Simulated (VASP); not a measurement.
A run of VASP 6.6.1 is set up as follows.

Contents of INCAR:

```
PREC = Accurate
ENCUT = 610
EDIFF = 1E-6
ISMEAR = 0
SIGMA = 0.1
LREAL = False
LASPH = True
NELM = 120
ALGO = Normal
ISIF = 2
LWAVE = False
LCHARG = False
LDIPOL = True
IDIPOL = 3
DIPOL = 0.5 0.5 0.496
GGA = PS
NBANDS = 60
GGA_COMPAT = False
NELMDL = -8
```

Contents of KPOINTS:

```
regular mesh
0
Gamma
  11 11 1
```

The input POSCAR:

```
Cu5O
1.0
    2.5196845177      0.0000000000      0.0000000000
    0.0000000000      2.5196845177      0.0000000000
    0.0000000000      0.0000000000     26.1267440356
Cu O
5 1
Direct
    0.5000000000      0.5000000000      0.3253371330
    0.0000000000      0.0000000000      0.3935310881
    0.5000000000      0.5000000000      0.4619860888
    0.0000000000      0.0000000000      0.5306232979
    0.5000000000      0.5000000000      0.5993577310
    0.5000000000      0.5000000000      0.6657917956
```

Potentials or basis: VASP PAW PBE potentials, release 64 (Cu_sv_GW, O).

Run with:

```sh
$ cat potpaw_PBE.64/Cu_sv_GW/POTCAR potpaw_PBE.64/O/POTCAR > POTCAR
$ mpirun -np 1 vasp_std > vasp.out
```

Task: What does it give for the largest force?

Result: 0.207 eV/Å.

Task: What does it give for the band gap on the k mesh?

Result: Zero (an odd number of electrons rules out a gap without spin polarisation).

Forces on the atoms (eV/Å):
```
Cu   0.000  0.000  0.207
Cu   0.000  0.000 -0.206
Cu   0.000  0.000  0.001
Cu   0.000  0.000 -0.011
Cu   0.000  0.000 -0.066
O    0.000  0.000  0.074
```

Caveat: the PAW data sets were made with another functional, which shifts forces and pressure a little. With open d or f shells a metallic result of PBEsol can be an artefact of self-interaction; +U or a hybrid may open a gap.
